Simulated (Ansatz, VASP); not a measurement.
Al3GaN4: VASP beside Ansatz

```xyz
8
Lattice="4.4070 0.0000 0.0000 0.0000 4.4070 0.0000 0.0000 0.0000 4.4070" Properties=species:S:1:pos:R:3 pbc="T T T"
Al    2.2035    2.2035    0.0000
Al    2.2035    0.0000    2.2035
Al    0.0000    2.2035    2.2035
Ga    0.0144    0.0144    0.0144
N     3.2819    3.2819    1.1251
N     3.2819    1.1251    3.2819
N     1.1251    3.2819    3.2819
N     1.1251    1.1251    1.1251
```

Change from the starting cell: all Ga atoms moved +0.025 Å, as atom 4 along Cartesian [1 1 1].

Alike in both runs: task single point; functional PBEsol; k mesh 6 × 6 × 6; occupations gaussian, width 0.05 eV; no spin polarisation.

|  | VASP | Ansatz |
| --- | --- | --- |
| version | VASP 6.6.1 | Ansatz 0.2.0 |
| potentials or method | VASP PAW PBE potentials, release 64 (Al, Ga_d, N), cutoff 520 eV | scalar-relativistic, plane waves, PAW |
| valence electrons in the cell | 42 | 42 |

|  | VASP | Ansatz | Ansatz less VASP |
| --- | --- | --- | --- |
| gap on the k mesh at the Fermi level (eV) | 3.27 | 3.27 | +0.005 |
| least direct gap on the mesh (eV) | 3.27 | 3.27 | +0.005 |
| pressure (GPa) | 0.0 | 0.0 | +0.08 |
| traceless stress, the component that is largest in VASP (GPa) | 0.26 | 0.26 | +0.006 |
| rms of the force components (eV/Å) | 0.112 | 0.114 | +0.0012 |

VASP's potentials were made for PBE, not for PBEsol. Atom by atom the forces differ by 0.004 eV/Å (rms over components). With one functional, cell and mesh, what is left measures potentials, basis and numerics.
